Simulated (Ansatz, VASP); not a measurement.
WAu in VASP and in Ansatz

```
W Au
1.0
     0.00000    2.90921    2.90921
     2.90921    0.00000    2.90921
     2.90921    2.90921    0.00000
W Au
1 1
Direct
  0.00000 0.00000 0.00000
  0.75000 0.75000 0.75000
```

Alike in both runs: task density of states; functional r2SCAN; k mesh 8 × 8 × 8; no spin polarisation; Hubbard terms Au d U = 4 eV, W d U = 4 eV.

|  | VASP | Ansatz |
| --- | --- | --- |
| version | VASP 6.6.1 | Ansatz 0.2.0 |
| potentials or method | VASP PAW PBE potentials, release 64 (W_sv, Au) | Ansatz PAW |
| plane-wave cutoff (eV) | 520 | 500 |
| occupations | tetrahedron | fermi-dirac, width 0.05 eV |
| valence electrons in the cell | 25 | 33 |

VASP gave:

| Quantity | Value |
| --- | --- |
| gap on the k mesh at the Fermi level (eV) | none |
| pressure (GPa) | -0.4 |

Problem. Which values does Ansatz return?

Solution. gap on the k mesh at the Fermi level (eV): none; pressure (GPa): 11.1.

VASP's potentials were made for PBE, not for r2SCAN. The programs project onto different local orbitals, so the same U acts differently, and such runs can settle in different states. A gap of «none» marks a metal or a gap that the smearing closes. VASP's potentials hold 25 valence electrons a cell and Ansatz's 33, so a difference there can come from the potentials and not from the codes.

Spin-orbit coupling is off throughout.
